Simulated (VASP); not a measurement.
# InSb3 (Fm-3m) in VASP: notebook

The runs below take InSb3 through relaxation of cell and atoms, single point, with r2SCAN.

Program: VASP 6.6.1. These are calculated values, not measurements. Logs are shortened: lines on timing, memory, paths and dates and some standing lists are left out, and cuts for length are marked.

### 1 The cell of the first run

It takes space group Fm-3m (No. 225, cubic). The conventional cell has a = 7.589 Å, b = 7.589 Å, c = 7.589 Å, α = 90.00°, β = 90.00°, γ = 90.00°. In (site symmetry m-3m) has 14 Sb at 3.29 to 3.79 Å within 4.3 Å. Sb (site symmetry -43m) has 4 In at 3.29 Å and 10 Sb at 3.29 to 3.79 Å within 4.3 Å. Within 4.3 Å of Sb (site symmetry m-3m) lie 8 Sb at 3.29 Å and 6 In at 3.79 Å.

### 2 Relaxation of cell and atoms, r2SCAN

The input, POSCAR:

```
InSb3
1.0
    0.0000000000      3.7945550000      3.7945550000
    3.7945550000      0.0000000000      3.7945550000
    3.7945550000      3.7945550000      0.0000000000
In Sb
1 3
Direct
    0.0000000000      0.0000000000      0.0000000000
    0.2500000000      0.2500000000      0.2500000000
    0.7500000000      0.7500000000      0.7500000000
    0.5000000000      0.5000000000      0.5000000000
```

The input, INCAR.step1:

```
SYSTEM = InSb3
PREC     = Accurate       ! precision mode
ENCUT    = 600            ! plane-wave cutoff, eV
ISMEAR   = 0              ! smearing method
SIGMA    = 0.1            ! smearing width, eV
LREAL    = .False.        ! projectors in reciprocal space
LASPH    = .True.         ! aspherical terms in the spheres
NELM     = 60             ! most SCF steps
GGA      = PE             ! functional
ALGO     = Normal         ! electronic algorithm
EDIFF    = 1E-4           ! SCF threshold, eV
LWAVE    = .True.         ! write WAVECAR
LCHARG   = .False.        ! write CHGCAR
```

The input, INCAR.step2:

```
SYSTEM = InSb3
PREC     = Accurate       ! precision mode
ENCUT    = 600            ! plane-wave cutoff, eV
EDIFF    = 1E-6           ! SCF threshold, eV
ISMEAR   = 0              ! smearing method
SIGMA    = 0.1            ! smearing width, eV
LREAL    = .False.        ! projectors in reciprocal space
LASPH    = .True.         ! aspherical terms in the spheres
NELM     = 60             ! most SCF steps
ALGO     = Normal         ! electronic algorithm
ISIF     = 3              ! what is computed and relaxed
LWAVE    = .False.        ! write WAVECAR
LCHARG   = .False.        ! write CHGCAR
METAGGA  = R2SCAN         ! meta-GGA
LMIXTAU  = .True.       
IBRION   = 2              ! ionic algorithm
NSW      = 100            ! ionic steps
EDIFFG   = -0.005         ! ionic threshold
ISTART   = 1
```

The input, KPOINTS:

```
regular mesh
0
Gamma
  10 10 10
  0 0 0
```

Potentials or basis: VASP PAW PBE potentials, release 64 (In_d, Sb).

Started as:

```bash
> cat potpaw_PBE.64/In_d/POTCAR potpaw_PBE.64/Sb/POTCAR > POTCAR
> cp INCAR.step1 INCAR
> mpirun -np 1 vasp_std > vasp.out
> cp INCAR.step2 INCAR
> mpirun -np 1 vasp_std > vasp.out
```

OUTCAR:

```text
SYSTEM = InSb3
   PREC = Accurate
   ENCUT = 600
   EDIFF = 1E-6
   ISMEAR = 0
   LREAL = .False.
   LASPH = .True.
   NELM = 60
   ISIF = 3
   METAGGA = R2SCAN
   IBRION = 2
   NSW = 100
   EDIFFG = -0.005
   ISTART = 1

 ion  position               nearest neighbor table
   1  0.000  0.000  0.000-   2 3.29   3 3.29   3 3.29   3 3.29   3 3.29   2 3.29   2 3.29   2 3.29
                             4 3.79   4 3.79   4 3.79   4 3.79   4 3.79   4 3.79
   2  0.250  0.250  0.250-   1 3.29   4 3.29   1 3.29   1 3.29   1 3.29   4 3.29   4 3.29   4 3.29

   3  0.750  0.750  0.750-   1 3.29   4 3.29   4 3.29   4 3.29   4 3.29   1 3.29   1 3.29   1 3.29

   4  0.500  0.500  0.500-   2 3.29   3 3.29   2 3.29   2 3.29   2 3.29   3 3.29   3 3.29   3 3.29
                             1 3.79   1 3.79   1 3.79   1 3.79   1 3.79   1 3.79

  LATTYP: Found a face centered cubic cell.
 ALAT       =     7.5891100000

  Lattice vectors:

 A1 = (   0.0000000000,   3.7945550000,   3.7945550000)
 A2 = (   3.7945550000,   0.0000000000,   3.7945550000)
 A3 = (   3.7945550000,   3.7945550000,   0.0000000000)

Analysis of symmetry for initial positions (statically):
=====================================================================
 Subroutine PRICEL returns:
 Original cell was already a primitive cell.

 Routine SETGRP: Setting up the symmetry group for a
 face centered cubic supercell.

 Subroutine GETGRP returns: Found 48 space group operations
 (whereof 48 operations were pure point group operations)
 out of a pool of 48 trial point group operations.

The static configuration has the point symmetry O_h .

Analysis of symmetry for dynamics (positions and initial velocities):
=====================================================================
 Subroutine PRICEL returns:
 Original cell was already a primitive cell.

 Routine SETGRP: Setting up the symmetry group for a
 face centered cubic supercell.

 Subroutine GETGRP returns: Found 48 space group operations
 (whereof 48 operations were pure point group operations)
 out of a pool of 48 trial point group operations.

The dynamic configuration has the point symmetry O_h .

 Subroutine INISYM returns: Found 48 space group operations
 (whereof 48 operations are pure point group operations),
 and found     1 'primitive' translations

----------------------------------------------------------------------------------------

                                     Primitive cell

  volume of cell :     109.2729

  direct lattice vectors                    reciprocal lattice vectors
     0.000000000  3.794555000  3.794555000    -0.131767757  0.131767757  0.131767757
     3.794555000  0.000000000  3.794555000     0.131767757 -0.131767757  0.131767757
     3.794555000  3.794555000  0.000000000     0.131767757  0.131767757 -0.131767757

  length of vectors
     5.366311144  5.366311144  5.366311144     0.228228449  0.228228449  0.228228449

  position of ions in fractional coordinates (direct lattice)
     0.000000000  0.000000000  0.000000000
     0.250000000  0.250000000  0.250000000
     0.750000000  0.750000000  0.750000000
     0.500000000  0.500000000  0.500000000

  ion indices of the primitive-cell ions
   primitive index   ion index
                 1           1
                 2           2
                 3           3
                 4           4

----------------------------------------------------------------------------------------

 KPOINTS: regular mesh

Automatic generation of k-mesh.
 Grid dimensions read from file:
 generate k-points for:   10   10   10

 Generating k-lattice:

  Cartesian coordinates                     Fractional coordinates (reciprocal lattice)
    -0.013176776  0.013176776  0.013176776     0.100000000  0.000000000  0.000000000
     0.013176776 -0.013176776  0.013176776     0.000000000  0.100000000  0.000000000
     0.013176776  0.013176776 -0.013176776     0.000000000  0.000000000  0.100000000

  Length of vectors
     0.022822845  0.022822845  0.022822845

  Shift w.r.t. Gamma in fractional coordinates (k-lattice)
     0.000000000  0.000000000  0.000000000

 Subroutine IBZKPT returns following result:
 ===========================================

 Found     47 irreducible k-points:

 Following reciprocal coordinates:
            Coordinates               Weight
  0.000000  0.000000  0.000000      1.000000
  0.100000  0.000000  0.000000      8.000000
  0.200000  0.000000  0.000000      8.000000
  0.300000  0.000000  0.000000      8.000000
  0.400000  0.000000  0.000000      8.000000
  0.500000  0.000000  0.000000      4.000000
[... 16 lines left out ...]
  0.300000  0.300000  0.000000      6.000000
  0.400000  0.300000  0.000000     24.000000
 [... further k-points ...]
   k-points           NKPTS =     47   k-points in BZ     NKDIM =     47   number of bands    NBANDS=     18
   number of dos      NEDOS =    301   number of ions     NIONS =      4
   total plane-waves  NPLWV = 110592
   dimension x,y,z NGX =    48 NGY =   48 NGZ =   48
   dimension x,y,z NGXF=    96 NGYF=   96 NGZF=   96
   ions per type =               1   3
   NGX,Y,Z   is equivalent  to a cutoff of  14.87, 14.87, 14.87 a.u.
   NGXF,Y,Z  is equivalent  to a cutoff of  29.74, 29.74, 29.74 a.u.
 SYSTEM =  InSb3
   PREC   = accura    normal or accurate (medium, high low for compatibility)
   ISTART =      1    job   : 0-new  1-cont  2-samecut
   ICHARG =      0    charge: 1-file 2-atom 10-const
   ISPIN  =      1    spin polarized calculation?
   LNONCOLLINEAR =      F non collinear calculations
   LSORBIT =      F    spin-orbit coupling
   LASPH  =      T    aspherical Exc in radial PAW
   ENCUT  =  600.0 eV  44.10 Ry    6.64 a.u.  10.72 10.72 10.72*2*pi/ulx,y,z
   NELM   =     60;   NELMIN=  2; NELMDL=  0     # of ELM steps
   EDIFF  = 0.1E-05   stopping-criterion for ELM
   LREAL  =      F    real-space projection
   EDIFFG = -.5E-02   stopping-criterion for IOM
   NSW    =    100    number of steps for IOM
   IBRION =      2    ionic relax: 0-MD 1-quasi-New 2-CG
   NFREE  =      1    steps in history (QN), initial steepest desc. (CG)
   ISIF   =      3    stress and relaxation
   ISYM   =      2    0-nonsym 1-usesym 2-fastsym
   POTIM  = 0.5000    time-step for ionic-motion
   TEBEG  =    0.0;   TEEND  =   0.0 temperature during run
   PSTRESS=    0.0 pullay stress
   NELECT =      28.0000    total number of electrons
   NUPDOWN=      -1.0000    fix difference up-down
   EMIN   =  10.00;   EMAX   =-10.00  energy-range for DOS
   EFERMI =   0.00;   METHOD = LEGACY
   ISMEAR =     0;   SIGMA  =   0.10  broadening in eV -4-tet -1-fermi 0-gaus
   EFERMI_NEDOS =   21; number of points for ismear=-14 and -15
   IALGO  =     38    algorithm
   IMIX   =      4    mixing-type and parameters
     AMIX     =   0.40;   BMIX     =  1.00
     AMIX_MAG =   1.60;   BMIX_MAG =  1.00
  volume/ion in A,a.u.               =      27.32       184.35
  Fermi-wavevector in a.u.,A,eV,Ry     =   1.039816  1.964968 14.710866  1.081218
  Thomas-Fermi vector in A             =   2.174364
   LORBIT       =      0    0 simple, 1 ext, 2 COOP (PROOUT), +10 PAW based schemes
   METAGGA = R2SCAN    functional components
   LHFCALC =     F    Hartree Fock is set to
   AEXX    =    0.0000 exact exchange contribution
   IVDW    =     0    specifies the selected vdW correction
   LEPSILON=     F    determine dielectric tensor
   LRPA    =     F    only Hartree local field effects (RPA)
 conjugate gradient relaxation of ions
 non-spin polarized calculation
 Gauss-broadening in eV      SIGMA  =   0.10
  energy-cutoff  :      600.00
  volume of cell :      109.27
 maximum number of plane-waves:      3695
 NGX is ok and might be reduce to    48
   NGX = 21   NGY = 21   NGZ = 21

--------------------------------------- Ionic step        1  -------------------------------------------

 number of electron      28.0000000 magnetization

 Free energy of the ion-electron system (eV)
  ---------------------------------------------------
  ext. energy  EPLUGINS =         0.00000000
  ---------------------------------------------------
  free energy    TOTEN  =       -98.66171662 eV

  energy without entropy =      -98.65123444  energy(sigma->0) =      -98.65647553

------------------------ aborting loop because EDIFF is reached ----------------------------------------

  FORCE on cell =-STRESS in cart. coord.  units (eV):
  Direction    XX          YY          ZZ          XY          YZ          ZX
  --------------------------------------------------------------------------------------
  -------------------------------------------------------------------------------------
  Total       -0.6642032     -0.6642032     -0.6642032     -0.0000000     -0.0000000     -0.0000000
  in kB       -9.7386552     -9.7386552     -9.7386552     -0.0000000     -0.0000000     -0.0000000
  external PRESSURE =      -9.7386552 kB  Pullay stress =       0.0000000 kB
[... 61 lines left out ...]
  energy  without entropy=      -98.6575504854  energy(sigma->0) =      -98.66234875

--------------------------------------- Ionic step        3  -------------------------------------------

 number of electron      27.9999998 magnetization

 Free energy of the ion-electron system (eV)
  ---------------------------------------------------
  ext. energy  EPLUGINS =         0.00000000
  ---------------------------------------------------
  free energy    TOTEN  =       -98.66782460 eV

  energy without entropy =      -98.65804140  energy(sigma->0) =      -98.66293300

 E-fermi :   8.1350     XC(G=0): -10.8169

 val. band max:        8.1025819343   @ k =   0.5000   0.0000   0.0000
 cond. band min:       8.1590682041   @ k =  -0.2000   0.3000   0.1000
 fundamental gap:      0.0564862698
 Fermi energy:         8.1350148342

 k-point     1 :       0.0000    0.0000    0.0000
  band No.  band energies     occupation
      1      -6.9998      2.00000
      2      -6.9998      2.00000
      3      -6.9998      2.00000
      4      -6.9603      2.00000
      5      -6.9603      2.00000
      6      -4.8114      2.00000
[... 10 lines left out ...]
     17       7.3724      2.00000
     18       7.3724      2.00000
[... 466 lines left out ...]
      2      -6.9904      2.00000
      3      -6.9889      2.00000
      4      -6.9706      2.00000
      5      -6.9583      2.00000
      6      -3.4847      2.00000
[... 10 lines left out ...]
     17      10.3885      0.00000
     18      10.7005      0.00000

 [... further k-points ...]
[... 5 lines left out ...]
  --------------------------------------------------------------------------------------
  -------------------------------------------------------------------------------------
  Total        0.0042046      0.0042046      0.0042046      0.0000000      0.0000000      0.0000000
  in kB        0.0627808      0.0627808      0.0627808      0.0000000      0.0000000      0.0000000
  external PRESSURE =       0.0627808 kB  Pullay stress =       0.0000000 kB
[... 19 lines left out ...]
  FREE ENERGIE OF THE ION-ELECTRON SYSTEM (eV)
  ---------------------------------------------------
  free  energy   TOTEN  =       -98.6678245985 eV

  energy  without entropy=      -98.6580414028  energy(sigma->0) =      -98.66293300

 reached required accuracy - stopping structural energy minimisation
```

It took 9.6 min on 1 thread of Intel Xeon 6975P-C (Granite Rapids), shared host; peak memory 0.43 GiB.

What came out:

```yaml
Free_energy: -98.6678 eV
Relaxed_volume: 26.83 Å³/atom
Relaxed_cell: a = 5.334 Å, b = 5.334 Å, c = 5.334 Å, α = 60.00°, β = 60.00°, γ = 60.00°
Space_group_after_relaxing_to_0.1_Å: Fm-3m (No. 225)
Energy_gained_by_relaxing: 1.5 meV/atom
Ionic_steps: 3
Pressure_after_relaxing: 0.0 GPa
```

The path:
```tsv
step	energy change (eV)	largest force (eV/Å)	pressure (GPa)	volume (Å³)
1	0.0000	0.0000	-0.97	109.27
2	-0.0054	0.0000	0.34	106.67
3	-0.0061	0.0000	0.01	107.30
```

Final structure:
```xyz
4
Lattice="0.0000 3.7716 3.7716 3.7716 0.0000 3.7716 3.7716 3.7716 0.0000" Properties=species:S:1:pos:R:3 pbc="T T T"
In    0.0000    0.0000    0.0000
Sb    1.8858    1.8858    1.8858
Sb    5.6574    5.6574    5.6574
Sb    3.7716    3.7716    3.7716
```

Caveat: the highest band is partly filled, so the run has too few bands; the PAW data sets were made with another functional, which shifts forces and pressure a little; spin-orbit coupling is left out, which moves the levels of the heavy elements.

(Part 1 of 2 ends here.)
